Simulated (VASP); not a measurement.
Crystal: In4P.

```
In P
1.0
    -3.13344    3.13344    3.13344
     3.13344   -3.13344    3.13344
     3.13344    3.13344   -3.13344
In P
4 1
Direct
  0.00000 0.00000 0.50000
  0.50000 0.00000 0.00000
  0.00000 0.50000 0.00000
  0.50000 0.50000 0.50000
  0.00000 0.00000 0.00000
```

* Program: VASP 6.6.1
* Task: relaxation of cell and atoms
* Functional: PBE
* Potentials or basis: VASP PAW PBE potentials, release 64 (In_d, P)
* Cutoff: 600 eV
* k mesh: 4 × 4 × 4
* Occupations: gaussian, width 0.1 eV
* Spin: no spin polarisation

At the start: pressure 6.3 GPa; volume 24.61 Å³/atom.

**Question.** Where does the relaxation end?

**Answer.** Over 3 steps the energy falls by 52.9 meV/atom and the volume is 27.66 Å³/atom (+12.4 %); space group Im-3m (No. 229, to 0.05 Å).

The path:
| step | energy change (eV) | largest force (eV/Å) | pressure (GPa) | volume (Å³) |
| --- | --- | --- | --- | --- |
| 1 | 0.0000 | 0.0000 | 6.25 | 123.06 |
| 2 | -0.2591 | 0.0000 | -0.68 | 140.97 |
| 3 | -0.2643 | 0.0000 | 0.05 | 138.31 |

Final structure:
```
In P
1.0
    -3.25781    3.25781    3.25781
     3.25781   -3.25781    3.25781
     3.25781    3.25781   -3.25781
In P
4 1
Direct
  0.00000 0.00000 0.50000
  0.50000 0.00000 0.00000
  0.00000 0.50000 0.00000
  0.50000 0.50000 0.50000
  0.00000 0.00000 0.00000
```
